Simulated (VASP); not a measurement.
# AlNi (R-3m) in VASP: single point with PBEsol

Aim: the single point of AlNi with PBEsol.

All numbers are computed with VASP 6.6.1; they aren't measurements. Logs are shortened: lines on timing, memory, paths and dates and some standing lists are left out, and cuts for length are marked.

**1. The cell of the first run**

It takes space group R-3m (No. 166, trigonal). Conventional cell: a = 3.945 Å, b = 3.945 Å, c = 5.218 Å, α = 90.00°, β = 90.00°, γ = 120.00°. Within 3.2 Å of Al (site symmetry -3m) lie 8 Ni at 2.44 to 2.61 Å and 6 Al at 2.87 Å. Within 3.2 Å of Ni (site symmetry -3m) lie 8 Al at 2.44 to 2.61 Å and 6 Ni at 2.87 Å.

**2. Single point, PBEsol**

The input, INCAR:

```
PREC = Accurate
ENCUT = 520
EDIFF = 1E-7
ISMEAR = 0
SIGMA = 0.15
LREAL = False
LASPH = True
NELM = 60
ALGO = Fast
ISIF = 2
LWAVE = False
LCHARG = True
GGA = PS
LELF = True
LVHAR = True
NBANDS = 14
```

The input, KPOINTS:

```
regular mesh
0
Gamma
  24 24 24
```

The input, POSCAR:

```
AlNi
1.0
    2.8640655950      0.0743913142      0.0743913142
    0.0743913142      2.8640655950      0.0743913142
    0.0743913142      0.0743913142      2.8640655950
Al Ni
1 1
Direct
    0.0000000000      0.0000000000      0.0000000000
    0.5000000000      0.5000000000      0.5000000000
```

Potentials or basis: VASP PAW PBE potentials, release 64 (Al, Ni).

Started as:

```console
> cat potpaw_PBE.64/Al/POTCAR potpaw_PBE.64/Ni/POTCAR > POTCAR
> mpirun -np 1 vasp_std > vasp.out
```

OUTCAR:

```text
PREC = Accurate
   ENCUT = 520
   EDIFF = 1E-7
   ISMEAR = 0
   LREAL = False
   LASPH = True
   NELM = 60
   ISIF = 2
   GGA = PS

 ion  position               nearest neighbor table
   1  0.000  0.000  0.000-   2 2.44   2 2.44   2 2.44   2 2.44   2 2.44   2 2.44   2 2.61   2 2.61

   2  0.500  0.500  0.500-   1 2.44   1 2.44   1 2.44   1 2.44   1 2.44   1 2.44   1 2.61   1 2.61

  LATTYP: Found a trigonal (rhomboedric) cell.
 ALAT       =     2.8659971856
 COS(alpha) =     0.0525517939

  Lattice vectors:

 A1 = (   2.8640655950,   0.0743913142,   0.0743913142)
 A2 = (   0.0743913142,   2.8640655950,   0.0743913142)
 A3 = (   0.0743913142,   0.0743913142,   2.8640655950)

Analysis of symmetry for initial positions (statically):
=====================================================================
 Subroutine PRICEL returns:
 Original cell was already a primitive cell.

 Routine SETGRP: Setting up the symmetry group for a
 trigonal (rhombohedral) supercell.

 Subroutine GETGRP returns: Found 12 space group operations
 (whereof 12 operations were pure point group operations)
 out of a pool of 12 trial point group operations.

The static configuration has the point symmetry D_3d.

Analysis of symmetry for dynamics (positions and initial velocities):
=====================================================================
 Subroutine PRICEL returns:
 Original cell was already a primitive cell.

 Routine SETGRP: Setting up the symmetry group for a
 trigonal (rhombohedral) supercell.

 Subroutine GETGRP returns: Found 12 space group operations
 (whereof 12 operations were pure point group operations)
 out of a pool of 12 trial point group operations.

The dynamic configuration has the point symmetry D_3d.

 Subroutine INISYM returns: Found 12 space group operations
 (whereof 12 operations are pure point group operations),
 and found     1 'primitive' translations

----------------------------------------------------------------------------------------

                                     Primitive cell

  volume of cell :      23.4468

  direct lattice vectors                    reciprocal lattice vectors
     2.864065595  0.074391314  0.074391314     0.349613806 -0.008850982 -0.008850982
     0.074391314  2.864065595  0.074391314    -0.008850982  0.349613806 -0.008850982
     0.074391314  0.074391314  2.864065595    -0.008850982 -0.008850982  0.349613806

  length of vectors
     2.865997186  2.865997186  2.865997186     0.349837809  0.349837809  0.349837809

  position of ions in fractional coordinates (direct lattice)
     0.000000000  0.000000000  0.000000000
     0.500000000  0.500000000  0.500000000

  ion indices of the primitive-cell ions
   primitive index   ion index
                 1           1
                 2           2

----------------------------------------------------------------------------------------

 KPOINTS: regular mesh

Automatic generation of k-mesh.
 Grid dimensions read from file:
 generate k-points for:   24   24   24

 Generating k-lattice:

  Cartesian coordinates                     Fractional coordinates (reciprocal lattice)
     0.014567242 -0.000368791 -0.000368791     0.041666667 -0.000000000 -0.000000000
    -0.000368791  0.014567242 -0.000368791    -0.000000000  0.041666667 -0.000000000
    -0.000368791 -0.000368791  0.014567242    -0.000000000 -0.000000000  0.041666667

  Length of vectors
     0.014576575  0.014576575  0.014576575

  Shift w.r.t. Gamma in fractional coordinates (k-lattice)
     0.000000000  0.000000000  0.000000000

 Subroutine IBZKPT returns following result:
 ===========================================

 Found   1313 irreducible k-points:

 Following reciprocal coordinates:
            Coordinates               Weight
  0.000000  0.000000  0.000000      1.000000
  0.041667 -0.000000  0.000000      6.000000
  0.083333  0.000000  0.000000      6.000000
  0.125000 -0.000000 -0.000000      6.000000
  0.166667 -0.000000 -0.000000      6.000000
  0.208333 -0.000000 -0.000000      6.000000
[... 16 lines left out ...]
  0.416667  0.041667  0.000000     12.000000
  0.458333  0.041667  0.000000     12.000000
 [... further k-points ...]
   k-points           NKPTS =   1313   k-points in BZ     NKDIM =   1313   number of bands    NBANDS=     14
   number of dos      NEDOS =    301   number of ions     NIONS =      2
   total plane-waves  NPLWV =  13824
   dimension x,y,z NGX =    24 NGY =   24 NGZ =   24
   dimension x,y,z NGXF=    48 NGYF=   48 NGZF=   48
   ions per type =               1   1
   NGX,Y,Z   is equivalent  to a cutoff of  13.92, 13.92, 13.92 a.u.
   NGXF,Y,Z  is equivalent  to a cutoff of  27.84, 27.84, 27.84 a.u.
 SYSTEM =  unknown system
   PREC   = accura    normal or accurate (medium, high low for compatibility)
   ISTART =      0    job   : 0-new  1-cont  2-samecut
   ICHARG =      2    charge: 1-file 2-atom 10-const
   ISPIN  =      1    spin polarized calculation?
   LNONCOLLINEAR =      F non collinear calculations
   LSORBIT =      F    spin-orbit coupling
   LASPH  =      T    aspherical Exc in radial PAW
   ENCUT  =  520.0 eV  38.22 Ry    6.18 a.u.   5.33  5.33  5.33*2*pi/ulx,y,z
   NELM   =     60;   NELMIN=  2; NELMDL= -5     # of ELM steps
   EDIFF  = 0.1E-06   stopping-criterion for ELM
   LREAL  =      F    real-space projection
   EDIFFG = 0.1E-05   stopping-criterion for IOM
   NSW    =      0    number of steps for IOM
   IBRION =     -1    ionic relax: 0-MD 1-quasi-New 2-CG
   NFREE  =      0    steps in history (QN), initial steepest desc. (CG)
   ISIF   =      2    stress and relaxation
   ISYM   =      2    0-nonsym 1-usesym 2-fastsym
   POTIM  = 0.5000    time-step for ionic-motion
   TEBEG  =    0.0;   TEEND  =   0.0 temperature during run
   PSTRESS=    0.0 pullay stress
   NELECT =      13.0000    total number of electrons
   NUPDOWN=      -1.0000    fix difference up-down
   EMIN   =  10.00;   EMAX   =-10.00  energy-range for DOS
   EFERMI =   0.00;   METHOD = LEGACY
   ISMEAR =     0;   SIGMA  =   0.15  broadening in eV -4-tet -1-fermi 0-gaus
   EFERMI_NEDOS =   21; number of points for ismear=-14 and -15
   IALGO  =     68    algorithm
   IMIX   =      4    mixing-type and parameters
     AMIX     =   0.40;   BMIX     =  1.00
     AMIX_MAG =   1.60;   BMIX_MAG =  1.00
  volume/ion in A,a.u.               =      11.72        79.11
  Fermi-wavevector in a.u.,A,eV,Ry     =   1.344914  2.541519 24.610134  1.808794
  Thomas-Fermi vector in A             =   2.472869
   LORBIT       =      0    0 simple, 1 ext, 2 COOP (PROOUT), +10 PAW based schemes
   GGA     = PS    functional components
   LHFCALC =     F    Hartree Fock is set to
   AEXX    =    0.0000 exact exchange contribution
   IVDW    =     0    specifies the selected vdW correction
   LEPSILON=     F    determine dielectric tensor
   LRPA    =     F    only Hartree local field effects (RPA)
 non-spin polarized calculation
 RMM-DIIS sequential band-by-band and
 Gauss-broadening in eV      SIGMA  =   0.15
  energy-cutoff  :      520.00
  volume of cell :       23.45
 maximum number of plane-waves:       649
 NGX is ok and might be reduce to    24
   NGX = 11   NGY = 11   NGZ = 11

 number of electron      13.0000000 magnetization

 Free energy of the ion-electron system (eV)
  ---------------------------------------------------
  ext. energy  EPLUGINS =         0.00000000
  ---------------------------------------------------
  free energy    TOTEN  =       -11.52437495 eV

  energy without entropy =      -11.51545106  energy(sigma->0) =      -11.51991301

 E-fermi :  10.1571     XC(G=0): -12.2592

 val. band max:       10.1566157848   @ k =  -0.2083   0.3750   0.1667
 cond. band min:      10.1626934960   @ k =  -0.4583  -0.4583   0.2500
 fundamental gap:      0.0060777112
 Fermi energy:        10.1570949435

 k-point     1 :       0.0000    0.0000    0.0000
  band No.  band energies     occupation
      1      -1.1150      2.00000
      2       6.8267      2.00000
      3       6.8267      2.00000
      4       8.4823      2.00000
      5       8.4823      2.00000
      6       8.6714      2.00000
      7      15.6172      0.00000
      8      15.6172      0.00000
      9      16.1229      0.00000
     10      18.4203      0.00000
     11      18.4203      0.00000
     12      24.2511      0.00000
     13      30.8524      0.00000
     14      30.8646      0.00000

 k-point     2 :       0.0417   -0.0000    0.0000
  band No.  band energies     occupation
      1      -1.0824      2.00000
      2       6.8248      2.00000
      3       6.8344      2.00000
      4       8.4674      2.00000
      5       8.4788      2.00000
      6       8.6632      2.00000
      7      15.3069      0.00000
      8      15.6597      0.00000
      9      16.0657      0.00000
     10      18.4230      0.00000
     11      18.7988      0.00000
     12      24.3601      0.00000
     13      30.2900      0.00000
     14      30.5615      0.00000

 k-point     3 :       0.0833    0.0000    0.0000
  band No.  band energies     occupation
      1      -0.9849      2.00000
      2       6.8165      2.00000
      3       6.8571      2.00000
      4       8.4242      2.00000
      5       8.4653      2.00000
      6       8.6426      2.00000
      7      14.5048      0.00000
      8      15.7855      0.00000
      9      16.1390      0.00000
     10      18.4314      0.00000
     11      19.5501      0.00000
     12      24.6967      0.00000
     13      29.3134      0.00000
     14      29.6752      0.00000

 k-point     4 :       0.1250   -0.0000   -0.0000
  band No.  band energies     occupation
      1      -0.8229      2.00000
      2       6.7933      2.00000
      3       6.8934      2.00000
      4       8.3574      2.00000
      5       8.4347      2.00000
      6       8.6208      2.00000
      7      13.5653      0.00000
      8      15.9891      0.00000
      9      16.3240      0.00000
     10      18.4462      0.00000
     11      20.3198      0.00000
     12      25.2769      0.00000
     13      28.2988      0.00000
     14      28.6758      0.00000

 k-point     5 :       0.1667   -0.0000   -0.0000
  band No.  band energies     occupation
      1      -0.5972      2.00000
      2       6.7402      2.00000
      3       6.9412      2.00000
      4       8.2737      2.00000
      5       8.3818      2.00000
      6       8.6080      2.00000
      7      12.6327      0.00000
      8      16.2625      0.00000
      9      16.5881      0.00000
     10      18.4687      0.00000
     11      20.9976      0.00000
[... 276 lines left out ...]
 k-point    22 :       0.3750    0.0417    0.0000
  band No.  band energies     occupation
      1       1.4277      2.00000
      2       5.2048      2.00000
      3       7.2355      2.00000
      4       7.8362      2.00000
      5       8.0226      2.00000
      6       8.6190      2.00000
      7       9.7571      1.99984
      8      18.0838      0.00000
      9      18.5392      0.00000
     10      19.1666      0.00000
     11      22.4065      0.00000
     12      23.0980      0.00000
     13      23.5375      0.00000
     14      26.9844      0.00000

 k-point    23 :       0.4167    0.0417    0.0000
  band No.  band energies     occupation
      1       1.9877      2.00000
      2       4.5918      2.00000
      3       7.2711      2.00000
      4       7.7935      2.00000
      5       7.9719      2.00000
      6       8.6251      2.00000
      7       9.5955      2.00000
      8      18.1790      0.00000
      9      19.1443      0.00000
     10      19.5545      0.00000
     11      21.7965      0.00000
     12      22.3395      0.00000
     13      24.0347      0.00000
     14      26.5153      0.00000

 k-point    24 :       0.4583    0.0417    0.0000
  band No.  band energies     occupation
      1       2.5886      2.00000
      2       3.9442      2.00000
      3       7.2908      2.00000
      4       7.7710      2.00000
      5       7.9374      2.00000
      6       8.6289      2.00000
      7       9.5157      2.00000
      8      18.1595      0.00000
      9      19.7473      0.00000
     10      19.9913      0.00000
     11      21.3294      0.00000
     12      21.6565      0.00000
     13      24.5404      0.00000
     14      26.1767      0.00000

 [... further k-points ...]
[... 5 lines left out ...]
  --------------------------------------------------------------------------------------
  -------------------------------------------------------------------------------------
  Total        0.1786966      0.1786966      0.1786966     -0.8176097     -0.8176097     -0.8176097
  in kB       12.2107611     12.2107611     12.2107611    -55.8691885    -55.8691885    -55.8691885
  external PRESSURE =      12.2107611 kB  Pullay stress =       0.0000000 kB

 VOLUME and BASIS-vectors are now :
 -----------------------------------------------------------------------------
  energy-cutoff  :      520.00
  volume of cell :       23.45
      direct lattice vectors                 reciprocal lattice vectors
     2.864065595  0.074391314  0.074391314     0.349613806 -0.008850982 -0.008850982
     0.074391314  2.864065595  0.074391314    -0.008850982  0.349613806 -0.008850982
     0.074391314  0.074391314  2.864065595    -0.008850982 -0.008850982  0.349613806

 POSITION                                       TOTAL-FORCE (eV/Angst)
 -----------------------------------------------------------------------------------
      0.00000      0.00000      0.00000        -0.000000      0.000000     -0.000000
      1.50642      1.50642      1.50642         0.000000     -0.000000      0.000000
 -----------------------------------------------------------------------------------
    total drift:                                0.000000      0.000000     -0.000000

  FREE ENERGIE OF THE ION-ELECTRON SYSTEM (eV)
  ---------------------------------------------------
  free  energy   TOTEN  =       -11.5243749490 eV

  energy  without entropy=      -11.5154510620  energy(sigma->0) =      -11.51991301
```

Run time: 2.4 min. Hardware: 1 thread of Intel Xeon 6975P-C (Granite Rapids), shared host; peak memory 0.52 GiB.

Results:

```
Free energy : -11.5244 eV
Pressure    : 1.2 GPa
```

Caveat: the PAW data sets were made with another functional, which shifts forces and pressure a little. Spin polarisation is off, so any magnetic state and its effect on volume and gap are missing.
